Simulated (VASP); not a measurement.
Here is a VASP 6.6.1 calculation.

INCAR

```
  ALGO = Normal
  EDIFF = 1E-6
  ENCUT = 560
  GGA_COMPAT = False
  ISIF = 2
  ISMEAR = 0
  LASPH = True
  LCHARG = False
  LREAL = False
  LWAVE = False
  NBANDS = 54
  NELM = 120
  PREC = Accurate
  SIGMA = 0.1
```

Contents of KPOINTS:

```
k-points
0
Gamma
  6 6 6
```

The input POSCAR:

```
ScIr2
1.0
    0.0000000000      3.6074876009      3.6074876009
    3.6074876009      0.0000000000      3.6074876009
    3.6074876009      3.6074876009      0.0000000000
Sc Ir
2 4
Direct
    0.0000000000      0.0000000000      0.0000000000
    0.2500000000      0.2500000000      0.2500000000
    0.6250000000      0.6250000000      0.6250000000
    0.1250000000      0.6250000000      0.6250000000
    0.6250000000      0.6250000000      0.1250000000
    0.6250000000      0.1250000000      0.6250000000
```

Potentials or basis: VASP PAW LDA potentials, release 64 (Sc_sv, Ir_sv_GW).

Command:

```bash
$ cat potpaw_LDA.64/Sc_sv/POTCAR potpaw_LDA.64/Ir_sv_GW/POTCAR > POTCAR
$ mpirun -np 1 vasp_std > vasp.out
```

Question: What does it give for the band gap on the k mesh?

Answer: Zero (bands 45 and 46 overlap by 0.67 eV).

Question: Predict the pressure.

Answer: 6.7 GPa.

Caveat: the cell stands under pressure; spin-orbit coupling is left out, which moves the levels of the heavy elements.
